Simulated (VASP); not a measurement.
A run of VASP 6.6.1:

File INCAR:

```
  ALGO = Normal
  EDIFF = 1E-6
  ENCUT = 500
  GGA = PS
  GGA_COMPAT = False
  ISIF = 2
  ISMEAR = -1
  IVDW = 12
  LASPH = True
  LCHARG = False
  LREAL = False
  LWAVE = False
  NBANDS = 13
  NELM = 120
  PREC = Accurate
  SIGMA = 0.1
```

The input KPOINTS:

```
k-points
0
Gamma
  14 14 13
```

The input POSCAR:

```
Ge
1.0
    1.3971490000     -2.6005160000      0.0000000000
    1.3971490000      2.6005160000      0.0000000000
    0.0000000000      0.0000000000      2.6982310000
Ge
1
Direct
    0.5000000000      0.5000000000      0.0000000000
```

Potentials or basis: VASP PAW PBE potentials, release 64 (Ge_d).

Run with:

```sh
$ cat potpaw_PBE.64/Ge_d/POTCAR > POTCAR
$ mpirun -np 1 vasp_std > vasp.out
```

Hardware: 1 thread of Intel(R) Xeon(R) Platinum 8375C CPU @ 2.90GHz (Ice Lake), on a shared host.

Problem. How long does it take, and how much memory?

Solution. Run time: 43 s on 1 thread of Intel(R) Xeon(R) Platinum 8375C CPU @ 2.90GHz (Ice Lake) (shared host), peak memory 0.21 GiB. Counts: scf iterations 10, k points 399.
